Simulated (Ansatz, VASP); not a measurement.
Cs in VASP and in Ansatz

```
Cs
1.0
    -3.02096    3.02096    3.02096
     3.02096   -3.02096    3.02096
     3.02096    3.02096   -3.02096
Cs
1
Direct
  0.00000 0.00000 0.00000
```

Alike in both runs: task single point; functional PBEsol; k mesh 8 × 8 × 8; occupations gaussian, width 0.05 eV; no spin polarisation.

```csv
,VASP,Ansatz
version,VASP 6.6.1,Ansatz 0.2.0
potentials or method,"VASP PAW PBE potentials, release 64 (Cs_sv), cutoff 520 eV","scalar-relativistic, plane waves, PAW"
valence electrons in the cell,9,9
```

|  | VASP | Ansatz | Ansatz less VASP |
| --- | --- | --- | --- |
| gap on the k mesh at the Fermi level (eV) | none | none | - |
| pressure (GPa) | 0.0 | 0.0 | +0.01 |

VASP's potentials were made for PBE, not for PBEsol. A gap of «none» marks a metal or a gap that the smearing closes.

Spin-orbit coupling is off throughout.
